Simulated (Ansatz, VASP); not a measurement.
One calculation of SiC, two programs

```
Si C
1.0
     0.00000    2.01387    2.01387
     2.01387    0.00000    2.01387
     2.01387    2.01387    0.00000
Si C
1 1
Direct
  0.00000 0.00000 0.00000
  0.50000 0.50000 0.50000
```

Alike in both runs: task single point; functional HSE06; k mesh 6 × 6 × 6; occupations fermi-dirac, width 0.02 eV; no spin polarisation.

|  | VASP | Ansatz |
| --- | --- | --- |
| version | VASP 6.6.1 | Ansatz 0.2.0 |
| potentials or method | VASP PAW PBE potentials, release 64 (Si, C) | plane waves, PAW |
| plane-wave cutoff (eV) | 520 | 420 |
| valence electrons in the cell | 8 | 8 |

|  | VASP | Ansatz | Ansatz less VASP |
| --- | --- | --- | --- |
| pressure (GPa) | -3.2 | -3.0 | +0.21 |

With one functional, cell and mesh, what is left measures potentials, basis and numerics. Ansatz's warnings: filled band counts differ across k points, stress exchange threshold loose, stress scf threshold loose.

The k mesh is coarse, so the values compare programs but aren't converged.
